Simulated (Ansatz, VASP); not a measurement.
# I: VASP beside Ansatz

```xyz
4
Lattice="3.5887 -2.1413 0.0000 3.5887 2.1413 0.0000 0.0000 0.0000 9.6272" Properties=species:S:1:pos:R:3 pbc="T T T"
I     3.5887   -1.3937    1.1859
I     3.5887   -0.7476    5.9995
I     3.5887    1.3937    8.4413
I     3.5887    0.7476    3.6277
```

Alike in both runs: task single point; functional LDA; k mesh 8 × 8 × 3; occupations fermi-dirac, width 0.05 eV; no spin polarisation.

|  | VASP | Ansatz |
| --- | --- | --- |
| version | VASP 6.6.1 | Ansatz 0.2.0 |
| potentials or method | VASP PAW LDA potentials, release 64 (I), cutoff 520 eV | plane waves (420 eV) with PAW, scalar-relativistic |
| valence electrons in the cell | 28 | 68 |

Ansatz gave:

| Item | Value |
| --- | --- |
| pressure (GPa) | 0.0 |
| traceless stress, the component that is largest in VASP (GPa) | -0.14 |

**Question.** What did VASP give for the same quantities?

**Answer.** Pressure (GPa): 0.0; traceless stress, the component that is largest in VASP (GPa): -0.13.

Ansatz warns that its potentials were made for another functional, while VASP's fit it. LDA's correlation is that of Perdew and Zunger in VASP and of Perdew and Wang (1992) in Ansatz. VASP's potentials hold 28 valence electrons a cell and Ansatz's 68, so a difference there can come from the potentials and not from the codes.

Spin-orbit coupling is off throughout.
